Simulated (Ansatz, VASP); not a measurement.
**Two plane-wave programs on Li**

The input INCAR:

```
SYSTEM = Li
ALGO = Normal
EDIFF = 1E-6
ENCUT = 650
GGA = PE
GGA_COMPAT = .FALSE.
ISIF = 2
ISMEAR = -1
ISPIN = 2
LASPH = .TRUE.
LCHARG = .TRUE.
LELF = .TRUE.
LORBIT = 11
LREAL = .FALSE.
LVHAR = .TRUE.
LWAVE = .FALSE.
MAGMOM = 1
NBANDS = 12
NELM = 200
PREC = Accurate
SIGMA = 0.48
```

The input KPOINTS:

```
k-points
0
G
  1 1 1
  0 0 0
```

The input POSCAR:

```
Li
1.0
    9.0000000000      0.0000000000      0.0000000000
    0.0000000000      9.3000000000      0.0000000000
    0.0000000000      0.0000000000      9.6000000000
Li
1
Direct
    0.4995663100      0.5033063800      0.5033308200
```

Input for Ansatz:

```yaml
crystal:
  lattice:
    - [9, 0, 0]
    - [0.0, 9.3, 0.0]
    - [0.0, 0.0, 9.6]
  atoms:
    - { symbol: Li, position: [0.49956631, 0.50330638, 0.50333082], spin: 1 }
kpoints:
  mp_grid: { grid: [1, 1, 1] }
hamiltonian:
  xc: pbe
  pseudopotentials: { kind: nc }
output:
  forces: true
magnetization:
  spin_polarized: true
scf:
  occupations: { method: fermi_dirac, width: "0.48 eV" }
  convergence: { dr2_threshold: 1.0e-12 }
  max_iter: 300
```

Alike in both runs: task single point; functional PBE; k mesh 1 × 1 × 1; collinear spin.

|  | VASP | Ansatz |
| --- | --- | --- |
| version | VASP 6.6.1 | Ansatz 0.2 development build |
| potentials or method | VASP PAW PBE potentials, release 64 (Li_sv) | scalar-relativistic |
| plane-wave cutoff (eV) | 650 | 1034 |
| occupations | fermi-dirac, width 0.48 eV | fermi-dirac |

```tsv
	VASP	Ansatz	Ansatz less VASP
net moment per atom (μB)	0.00	0.00	0.000
```

Ansatz's warnings: seeded moment not kept.
